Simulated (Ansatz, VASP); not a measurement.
# MoSe in VASP and in Ansatz

```
Mo Se
1.0
     0.00000    2.39028    2.39028
     2.39028    0.00000    2.39028
     2.39028    2.39028    0.00000
Mo Se
1 1
Direct
  0.00000 0.00000 0.00000
  0.50000 0.50000 0.50000
```

Alike in both runs: task single point; functional PBEsol; k mesh 14 × 14 × 14; occupations gaussian, width 0.1 eV; collinear spin.

|  | VASP | Ansatz |
| --- | --- | --- |
| version | VASP 6.6.1 | Ansatz 0.2.0 |
| potentials or method | VASP PAW PBE potentials, release 64 (Mo_sv, Se), cutoff 520 eV | scalar-relativistic, plane waves, PAW |
| valence electrons in the cell | 20 | 30 |

|  | VASP | Ansatz | Ansatz less VASP |
| --- | --- | --- | --- |
| gap on the k mesh at the Fermi level (eV) | none | none | - |
| net moment per atom (μB) | 0.00 | 0.00 | -0.002 |

VASP's potentials were made for PBE, not for PBEsol. A gap of «none» marks a metal or a gap that the smearing closes. With one functional, cell and mesh, what is left measures potentials, basis and numerics. VASP's potentials hold 20 valence electrons a cell and Ansatz's 30, so a difference there can come from the potentials and not from the codes. Ansatz's warnings: seeded moment not kept.
